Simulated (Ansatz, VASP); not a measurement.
One calculation of MgS, two programs

```xyz
2
Lattice="0.0000 2.6443 2.6443 2.6443 0.0000 2.6443 2.6443 2.6443 0.0000" Properties=species:S:1:pos:R:3 pbc="T T T"
Mg    0.0000    0.0000    0.0000
S     2.6443    2.6443    2.6443
```

Change from the starting cell: volume scaled by 1.05, crystal datasets.

Alike in both runs: task electric field gradients; functional PBE; k mesh 10 × 10 × 10; occupations fermi-dirac, width 0.03 eV; no spin polarisation.

|  | VASP | Ansatz |
| --- | --- | --- |
| version | VASP 6.6.1 | Ansatz 0.2.0 |
| potentials or method | VASP PAW PBE potentials, release 64 (Mg, S), cutoff 520 eV | all-electron PAW with datasets made for the crystal, scalar-relativistic |

Ansatz gave:

* gap on the k mesh at the Fermi level (eV): 2.68
* pressure (GPa): -2.3

What did VASP give for the same quantities?

gap on the k mesh at the Fermi level (eV): 2.67; pressure (GPa): -2.6.

Ansatz ran all-electron here, and VASP with PAW potentials.
